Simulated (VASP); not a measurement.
Set up this calculation in VASP 6.6.1, as the native input.

```yaml
Task: single point
Functional: PBE
Potentials_or_basis: VASP PAW PBE potentials, release 64 (Ni, Si)
Cutoff: 520 eV
k_mesh: 16 × 16 × 16
Occupations: fermi-dirac, width 0.08 eV
Spin: no spin polarisation
Dipole_correction: no
Further_INCAR_settings: ALGO = Normal; EDIFF = 1e-06; NBANDS = 14
```

The structure of SiNi (CsCl type) lies in POSCAR:

```
SiNi
1.0
    2.5608582530      0.0000000000      0.0000000000
    0.0000000000      2.5608582530      0.0000000000
    0.0000000000      0.0000000000      2.5608582530
Ni Si
1 1
Direct
    0.0000000000      0.0000000000      0.0000000000
    0.5000000000      0.5000000000      0.5000000000
```

The input as run:

INCAR

```
SYSTEM = SiNi
ALGO = Normal
EDIFF = 1E-6
ENCUT = 520
GGA = PE
ISIF = 2
ISMEAR = -1
LASPH = .True.
LCHARG = .True.
LELF = .True.
LREAL = .False.
LVHAR = .True.
LWAVE = .False.
NBANDS = 14
NELM = 80
PREC = Accurate
SIGMA = 0.08
```

KPOINTS

```
k-points
0
Gamma
  16 16 16
  0 0 0
```

Potentials or basis: VASP PAW PBE potentials, release 64 (Ni, Si).

Launch:

```sh
$ cat potpaw_PBE.64/Ni/POTCAR potpaw_PBE.64/Si/POTCAR > POTCAR
$ mpirun -np 1 vasp_std > vasp.out
```

It gave:

The pressure is 110.0 GPa and the band gap on the k mesh is zero (bands 7 and 8 overlap by 3.29 eV).

Caveat: the cell stands under pressure.

Run time: 18 s on 1 thread of AMD EPYC 9R45 (Zen 5), with other jobs on the host, peak memory 0.12 GiB.
